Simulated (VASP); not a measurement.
Set up this calculation in VASP 6.6.1, as the native input.

```yaml
Task: single point
Functional: PBE
Potentials_or_basis: VASP PAW PBE potentials, release 64 (Ti_sv, Pb_d, O)
Cutoff: 600 eV
k_mesh: 4 × 4 × 4
Occupations: gaussian, width 0.01 eV
Spin: no spin polarisation
Dipole_correction: no
Further_INCAR_settings: ALGO = Normal; EDIFF = 1e-06; NBANDS = 30
```

The structure of TiPbO3 lies in POSCAR:

```
TiPbO3
1.0
    3.9639000000      0.0000000000      0.0000000000
    0.0000000000      3.9639000000      0.0000000000
    0.0000000000      0.0000000000      3.9639000000
Ti Pb O
1 1 3
Direct
    0.5000000000      0.5000000000      0.5000000000
    0.0000000000      0.0000000000      0.0000000000
    0.0000000000      0.5000000000      0.5000000000
    0.5000000000      0.0000000000      0.5000000000
    0.5000000000      0.5000000000      0.0000000000
```

These files were run (other wordings do the same):

INCAR

```
ALGO     = Normal         # electronic algorithm
EDIFF    = 1E-6           # SCF threshold, eV
ENCUT    = 600            # plane-wave cutoff, eV
GGA      = PE             # functional
GGA_COMPAT= F            
ISIF     = 2              # what is computed and relaxed
ISMEAR   = 0              # smearing method
LASPH    = T              # aspherical terms in the spheres
LCHARG   = T              # write CHGCAR
LELF     = T              # ELF
LREAL    = F              # projectors in reciprocal space
LVHAR    = T            
LWAVE    = F              # write WAVECAR
NBANDS   = 30             # bands
NELM     = 120            # most SCF steps
PREC     = Accurate       # precision mode
SIGMA    = 0.01           # smearing width, eV
```

KPOINTS

```
k-points
0
Gamma
  4 4 4
```

Potentials or basis: VASP PAW PBE potentials, release 64 (Ti_sv, Pb_d, O).

Run with:

```console
$ cat potpaw_PBE.64/Ti_sv/POTCAR potpaw_PBE.64/Pb_d/POTCAR potpaw_PBE.64/O/POTCAR > POTCAR
$ mpirun -np 1 vasp_std > vasp.out
```

Results of the run:

| Property | Result |
| --- | --- |
| Pressure | 0.5 GPa |
| Band gap on the k mesh | 1.62 eV, indirect (least direct gap 1.63 eV) |

Caveat: spin-orbit coupling is left out, which moves the levels of the heavy elements.

Run time: 11 s on 1 thread of Intel(R) Xeon(R) 6975P-C (Granite Rapids), on a shared host, peak memory 0.19 GiB.
